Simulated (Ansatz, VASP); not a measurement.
ZnBi2: VASP beside Ansatz

```
Bi Zn
1.0
     0.00000    0.00000    5.66015
     5.65077    0.00000    0.00000
     2.82538    5.30656   -2.83007
Bi Zn
4 2
Direct
  0.13743 0.22837 0.27486
  0.86257 0.77163 0.72514
  0.36257 0.50324 0.72514
  0.63743 0.49676 0.27486
  0.25000 0.00000 0.00000
  0.75000 0.00000 0.00000
```

Alike in both runs: functional PBE; k mesh 5 × 5 × 5; no spin polarisation.

Ansatz relaxed the structure, and its values are those at the end. VASP's run is a single point on that final structure, the one shown.

|  | VASP | Ansatz |
| --- | --- | --- |
| version | VASP 6.6.1 | Ansatz 0.2.0 |
| potentials or method | VASP PAW PBE potentials, release 64 (Bi_d, Zn), cutoff 520 eV | PAW plane waves |
| occupations | fermi-dirac, width 0.1 eV | fermi-dirac |
| valence electrons in the cell | 84 | 84 |

```tsv
	VASP	Ansatz	Ansatz less VASP
pressure (GPa)	1.7	1.7	+0.01
rms of the force components (eV/Å)	0.004	0.001	-0.0028
```

Ansatz's warnings: stress scf threshold loose.

Spin-orbit coupling is off throughout.
